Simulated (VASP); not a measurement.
Input of a VASP 6.6.1 run:

INCAR

```
PREC = Accurate
ENCUT = 520
EDIFF = 1E-6
ISMEAR = -1
SIGMA = 0.05
LREAL = Auto
LASPH = T
NELM = 120
ALGO = Normal
ISIF = 2
LWAVE = F
LCHARG = T
GGA = PE
IVDW = 12
LELF = T
LVHAR = T
NBANDS = 82
GGA_COMPAT = F
```

File KPOINTS:

```
Automatic mesh
0
Gamma
  1 1 1
```

POSCAR

```
H20C7O11
1.0
    7.4150410000      0.0000000000      0.0000000000
    0.0000000000      7.4150410000      0.0000000000
    0.0000000000      0.0000000000      7.4150410000
C O H
7 11 20
Direct
    0.4738341973      0.5065245088      0.9242160630
    0.2618596445      0.3679143514      0.5215075682
    0.9087744761      0.6789982685      0.6644467644
    0.4234366337      0.8927529868      0.6456201658
    0.6289648297      0.0031018035      0.2261079878
    0.9278168523      0.4274150338      0.1810374346
    0.1562230067      0.8702311963      0.1550227436
    0.4587971934      0.3293036411      1.0013161087
    0.4249470772      0.3782716778      0.4144009453
    0.9924422535      0.7776491054      0.5100848397
    0.2588387576      0.9550452924      0.6692747889
    0.4612112057      0.7514860673      0.5611297362
    0.6681554424     -0.0908288976      0.0783272810
    0.7394025198      0.0164395585      0.3484808783
    0.8352347613      0.4229241618      0.3358578867
    0.9715657675      0.2929316237      0.0953062835
    0.1985963395      1.0402100272      0.1885491935
    0.0220632630      0.8088964039      0.0815504594
    0.5657015248      0.4870505773      0.8087075985
    0.3914206273      0.3551025544      1.1123471873
    0.3503284742      0.5710015629      0.8863201161
    0.5369491551      0.6039750825      1.0158406407
    0.1914352193      0.2620754221      0.4601862620
    0.4829508023      0.4897882561      0.4475902426
    0.2955883858      0.3627896326      0.6747231742
    0.1857575703      0.4809278870      0.5019527202
    0.9726446556      0.5467400652      0.6885599149
    0.8973112893      0.8537242073      0.4536185302
    0.9299881147      0.7512568036      0.7917016238
    0.7628413653      0.6599693785      0.6398211419
    0.1580975749      0.8736701523      0.6133209513
    0.5347239483      0.9675603951      0.7086811792
    0.7898405417     -0.1440720287      0.0874978304
    0.4884935903      0.0551851298      0.2163440499
    0.7941156360      0.3040037135      0.3768016927
    0.9728874055      0.5659038163      0.1482527204
    0.0868774697      1.1175258505      0.1741999808
    0.2571529948      0.7690449722      0.2022510732
```

Potentials or basis: VASP PAW PBE potentials, release 64 (C, O, H).

Launch:

```bash
$ cat potpaw_PBE.64/C/POTCAR potpaw_PBE.64/O/POTCAR potpaw_PBE.64/H/POTCAR > POTCAR
$ mpirun -np 1 vasp_gam > vasp.out
```

**Question.** What does it give for the pressure?

**Answer.** 0.1 GPa.

**Question.** Estimate the band gap on the k mesh.

**Answer.** 3.93 eV.

**Question.** Estimate the dispersion energy per atom.

**Answer.** -0.045 eV.

Stress tensor (GPa, compression positive):
```
 0.22  0.15  0.38
 0.15  1.10  0.57
 0.38  0.57 -1.13
```

Caveat: the k points lie up to 0.85 Å⁻¹ apart; the atoms stand as in a frame of molecular dynamics.
